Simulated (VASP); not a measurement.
Wanted: the native input for a VASP 6.6.1 run.

- Task: single point
- Functional: r2SCAN
- Potentials or basis: VASP PAW PBE potentials, release 64 (Sc_sv, Al)
- Cutoff: 520 eV
- k mesh: 6 × 6 × 6
- Occupations: gaussian, width 0.1 eV
- Spin: no spin polarisation
- Dipole correction: no
- Further INCAR settings: ALGO = Normal; EDIFF = 1e-06; NBANDS = 26

Sc3Al:

```
Sc Al
1.0
     3.95076    0.00000    0.00000
     0.00000    3.95076    0.00000
     0.00000    0.00000    3.95076
Sc Al
3 1
Direct
  0.50000 0.00000 0.50000
  0.00000 0.50000 0.50000
  0.50000 0.50000 0.00000
  0.00000 0.00000 0.00000
```

The input as run:

POSCAR

```
Sc3Al
1.0
    3.9507621545      0.0000000000      0.0000000000
    0.0000000000      3.9507621545      0.0000000000
    0.0000000000      0.0000000000      3.9507621545
Sc Al
3 1
Direct
    0.5000000000      0.0000000000      0.5000000000
    0.0000000000      0.5000000000      0.5000000000
    0.5000000000      0.5000000000      0.0000000000
    0.0000000000      0.0000000000      0.0000000000
```

INCAR.step1

```
PREC = Accurate
ENCUT = 520
ISMEAR = 0
SIGMA = 0.1
LREAL = False
LASPH = True
NELM = 60
NBANDS = 26
GGA = PE
ALGO = Normal
EDIFF = 1E-4
LWAVE = True
LCHARG = False
```

INCAR.step2

```
PREC = Accurate
ENCUT = 520
EDIFF = 1E-6
ISMEAR = 0
SIGMA = 0.1
LREAL = False
LASPH = True
NELM = 60
ALGO = Normal
ISIF = 2
LWAVE = False
LCHARG = False
METAGGA = R2SCAN
LMIXTAU = True
NBANDS = 26
ISTART = 1
```

KPOINTS

```
Automatic mesh
0
Gamma
  6 6 6
```

Potentials or basis: VASP PAW PBE potentials, release 64 (Sc_sv, Al).

The run is started by

```console
$ cat potpaw_PBE.64/Sc_sv/POTCAR potpaw_PBE.64/Al/POTCAR > POTCAR
$ cp INCAR.step1 INCAR
$ mpirun -np 1 vasp_std > vasp.out
$ cp INCAR.step2 INCAR
$ mpirun -np 1 vasp_std > vasp.out
```

Results of the run:

The pressure is 40.7 GPa. The band gap on the k mesh is zero (band 18 reaches 7.84 eV, above the bottom of band 19 at 6.44 eV).

Caveat: the PAW data sets were made with another functional, which shifts forces and pressure a little.

Run time: 87 s on 1 thread of Intel(R) Xeon(R) Platinum 8259CL CPU @ 2.50GHz (Skylake/Cascade Lake), with other jobs on the host, peak memory 0.18 GiB.
